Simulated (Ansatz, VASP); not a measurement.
# Two plane-wave programs on In3GaP4

```
In Ga P
1.0
     5.84617    0.00000    0.00000
     0.00000    5.84617    0.00000
     0.00000    0.00000    5.84617
In Ga P
3 1 4
Direct
  0.50000 0.00000 0.50000
  0.50000 0.50000 0.00000
  0.00000 0.50000 0.50000
  0.00000 0.00000 0.00000
  0.23903 0.76097 0.76097
  0.23903 0.23903 0.23903
  0.76097 0.76097 0.23903
  0.76097 0.23903 0.76097
```

Alike in both runs: task single point; functional r2SCAN; k mesh 6 × 6 × 6; occupations gaussian, width 0.02 eV; no spin polarisation.

|  | VASP | Ansatz |
| --- | --- | --- |
| version | VASP 6.6.1 | Ansatz 0.2.0 |
| potentials or method | VASP PAW PBE potentials, release 64 (In_d, Ga_d, P), cutoff 520 eV | scalar-relativistic, plane waves, PAW |
| valence electrons in the cell | 72 | 72 |

VASP gave:

- gap on the k mesh at the Fermi level (eV): 1.05
- least direct gap on the mesh (eV): 1.05
- pressure (GPa): -2.0

Problem. What did Ansatz give for the same quantities?

Solution. gap on the k mesh at the Fermi level (eV): 1.05; least direct gap on the mesh (eV): 1.05; pressure (GPa): -1.9.

VASP's potentials were made for PBE, not for r2SCAN.
